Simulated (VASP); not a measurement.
Here is a VASP 6.6.1 calculation.

Contents of INCAR:

```
SYSTEM = Na3Sb2
PREC = Accurate ; ENCUT = 520
EDIFF = 1E-7 ; ISMEAR = -1
SIGMA = 0.1 ; LREAL = .False.
LASPH = .True. ; NELM = 80
ALGO = Normal ; ISIF = 2
LWAVE = .False. ; LCHARG = .False.
GGA = PE ; NBANDS = 42
```

KPOINTS

```
regular mesh
0
Gamma
  3 3 2
  0 0 0
```

File POSCAR:

```
Na3Sb2
1.0
    4.3582990000      4.4632560000      0.0000000000
    4.3582990000     -4.4632560000      0.0000000000
    2.3020710000      0.0000000000     -8.4671830000
Sb Na
4 6
Direct
    0.8777000000      0.3134400000      0.8396000000
    0.6865600000      0.1223000000      0.6604000000
    0.1223000000      0.6865600000      0.1604000000
    0.3134400000      0.8777000000      0.3396000000
    0.7592100000      0.6642900000      0.5148400000
    0.3357100000      0.2407900000      0.9851600000
    0.2407900000      0.3357100000      0.4851600000
    0.6642900000      0.7592100000      0.0148400000
    0.1606300000      0.8393700000      0.7500000000
    0.8393700000      0.1606300000      0.2500000000
```

Potentials or basis: VASP PAW PBE potentials, release 64 (Sb, Na_pv).

Launch:

```bash
$ cat potpaw_PBE.64/Sb/POTCAR potpaw_PBE.64/Na_pv/POTCAR > POTCAR
$ mpirun -np 1 vasp_std > vasp.out
```

Problem. Estimate the pressure.

Solution. 0.2 GPa.

Problem. Predict the largest force.

Solution. 2.886 eV/Å.

Problem. What does it give for the band gap on the k mesh?

Solution. Zero (bands 31 and 32 overlap by 0.77 eV).

Forces on the atoms (eV/Å):
```
Sb   2.288 -0.059 -1.758
Sb  -2.288 -0.059  1.758
Sb  -2.288  0.059  1.758
Sb   2.288  0.059 -1.758
Na  -0.030 -0.004 -0.013
Na   0.030 -0.004  0.013
Na   0.030  0.004  0.013
Na  -0.030  0.004 -0.013
Na   0.000  0.064  0.000
Na   0.000 -0.064  0.000
```

Caveat: the k points lie up to 0.37 Å⁻¹ apart, too coarse for converged energies and pressures of a metal; spin-orbit coupling is left out, which moves the levels of the heavy elements; forces of over 1 eV/Å act on the atoms, so gaps and moduli don't describe the material at rest.
